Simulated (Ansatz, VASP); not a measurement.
## One calculation of LiMo3, two programs

```xyz
4
Lattice="-1.8746 1.8746 4.2597 1.8746 -1.8746 4.2597 1.8746 1.8746 -4.2597" Properties=species:S:1:pos:R:3 pbc="T T T"
Li    0.0000    0.0000    0.0000
Mo    0.0000    0.0000    4.2597
Mo    1.8746    0.0000    2.1298
Mo    0.0000    1.8746    2.1298
```

Alike in both runs: functional PBE; k mesh 18 × 18 × 18; occupations gaussian, width 0.1 eV; no spin polarisation.

Ansatz relaxed the structure, and its values are those at the end. VASP's run is a single point on that final structure, the one shown.

```csv
,VASP,Ansatz
version,VASP 6.6.1,Ansatz 0.2.0
potentials or method,"VASP PAW PBE potentials, release 64 (Li_sv, Mo_sv), cutoff 750 eV","scalar-relativistic, plane waves, PAW"
valence electrons in the cell,45,45
```

```tsv
	VASP	Ansatz	Ansatz less VASP
gap on the k mesh at the Fermi level (eV)	none	none	-
pressure (GPa)	0.3	0.0	-0.31
```

A gap of «none» marks a metal or a gap that the smearing closes.
